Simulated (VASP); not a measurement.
Write the native input for VASP 6.6.1 that does the following.

```
Task                   : single point
Functional             : PBE
Potentials or basis    : VASP PAW PBE potentials, release 64 (Na_pv, Sr_sv, Br)
Cutoff                 : 520 eV
k mesh                 : 4 × 4 × 4
Occupations            : fermi-dirac, width 0.02 eV
Spin                   : no spin polarisation
Dipole correction      : no
Further INCAR settings : ALGO = Normal; EDIFF = 1e-06; NBANDS = 27
```

The structure of NaSrBr3 lies in POSCAR:

```
NaSrBr3
1.0
    5.9276796455      0.0000000000      0.0000000000
    0.0000000000      5.9276796455      0.0000000000
    0.0000000000      0.0000000000      5.8387644508
Na Sr Br
1 1 3
Direct
    0.0000000000      0.0000000000      0.0000000000
    0.5000000000      0.5000000000      0.5000000000
    0.5000000000      0.5000000000      0.0000000000
    0.5000000000      0.0000000000      0.5000000000
    0.0000000000      0.5000000000      0.5000000000
```

This cell differs from its parent crystal: uniaxial z strain -1.5%.

The input as run:

INCAR

```
SYSTEM = NaSrBr3
PREC     = Accurate       ! precision mode
ENCUT    = 520            ! plane-wave cutoff, eV
EDIFF    = 1E-6           ! SCF threshold, eV
ISMEAR   = -1             ! smearing method
SIGMA    = 0.02           ! smearing width, eV
LREAL    = .FALSE.        ! projectors in reciprocal space
LASPH    = .TRUE.         ! aspherical terms in the spheres
NELM     = 100            ! most SCF steps
ALGO     = Normal         ! electronic algorithm
ISIF     = 2              ! what is computed and relaxed
LWAVE    = .FALSE.        ! write WAVECAR
LCHARG   = .FALSE.        ! write CHGCAR
GGA      = PE             ! functional
NBANDS   = 27             ! bands
```

KPOINTS

```
regular mesh
0
G
  4 4 4
  0 0 0
```

Potentials or basis: VASP PAW PBE potentials, release 64 (Na_pv, Sr_sv, Br).

The run is started by

```sh
$ cat potpaw_PBE.64/Na_pv/POTCAR potpaw_PBE.64/Sr_sv/POTCAR potpaw_PBE.64/Br/POTCAR > POTCAR
$ mpirun -np 1 vasp_std > vasp.out
```

Results of the run:

- Pressure: 0.7 GPa
- Band gap on the k mesh: 2.97 eV (least direct gap 3.22 eV)

Caveat: the cell differs from its parent crystal (uniaxial z strain -1.5%).

Wall time 71 s on 1 thread of AMD EPYC 7R13 Processor (Zen 3), with other jobs on the host, peak memory 0.34 GiB.
